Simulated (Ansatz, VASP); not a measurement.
# One calculation of BN, two programs

File INCAR:

```
ALGO = Normal
EDIFF = 1E-6
ENCUT = 520
GGA = CA
ISIF = 2
ISMEAR = 0
LASPH = T
LCHARG = F
LREAL = F
LWAVE = F
NBANDS = 16
NELM = 60
PREC = Accurate
SIGMA = 0.05
```

File KPOINTS:

```
k-points
0
Gamma
  12 12 6
```

The input POSCAR:

```
BN
1.0
    2.5539396017      0.0000000000      0.0000000000
   -1.2769698009      2.2117765748      0.0000000000
    0.0000000000      0.0000000000      3.8887066000
B N
2 2
Direct
    0.6666666667      0.3333333333      0.9997240000
    0.3333333333      0.6666666667      0.4997240000
    0.6666666667      0.3333333333      0.6252760000
    0.3333333333      0.6666666667      0.1252760000
```

Input for Ansatz:

```yaml
crystal:
  lattice:
    - [2.5539396017, 0.0, 0.0]
    - [-1.2769698009, 2.2117765748, 0.0]
    - [0.0, 0.0, 3.8887066]
  atoms:
    - { symbol: B, position: [0.6666666667, 0.3333333333, 0.999724] }
    - { symbol: B, position: [0.3333333333, 0.6666666667, 0.499724] }
    - { symbol: "N", position: [0.6666666667, 0.3333333333, 0.625276] }
    - { symbol: "N", position: [0.3333333333, 0.6666666667, 0.125276] }
basis:
  ecutwfc: 420
kpoints:
  mp_grid: { grid: [12, 12, 6] }
hamiltonian:
  xc: lda
scf:
  occupations: { method: gaussian, width: 0.05 }
output:
  forces: true
  stress: true
  eigenvalues: true
```

Change from the starting cell: strain +0.000 along x and y, -0.080 along z, atoms carried along.

Alike in both runs: task single point; functional LDA; k mesh 12 × 12 × 6; occupations gaussian, width 0.05 eV; no spin polarisation.

|  | VASP | Ansatz |
| --- | --- | --- |
| version | VASP 6.6.1 | Ansatz 0.2.0 |
| potentials or method | VASP PAW LDA potentials, release 64 (B, N), cutoff 520 eV | scalar-relativistic, plane waves, PAW |
| valence electrons in the cell | 16 | 16 |

VASP gave:

- gap on the k mesh at the Fermi level (eV): 5.12
- least direct gap on the mesh (eV): 7.71
- pressure (GPa): 26.3
- traceless stress, the component that is largest in VASP (GPa): 67.95
- rms of the force components (eV/Å): 0.448

Question: Which values does Ansatz return?

Answer: gap on the k mesh at the Fermi level (eV): 5.15; least direct gap on the mesh (eV): 7.73; pressure (GPa): 25.1; traceless stress, the component that is largest in VASP (GPa): 67.57; rms of the force components (eV/Å): 0.439.

LDA's correlation is that of Perdew and Zunger in VASP and of Perdew and Wang (1992) in Ansatz. Atom by atom the forces differ by 0.008 eV/Å (rms over components).
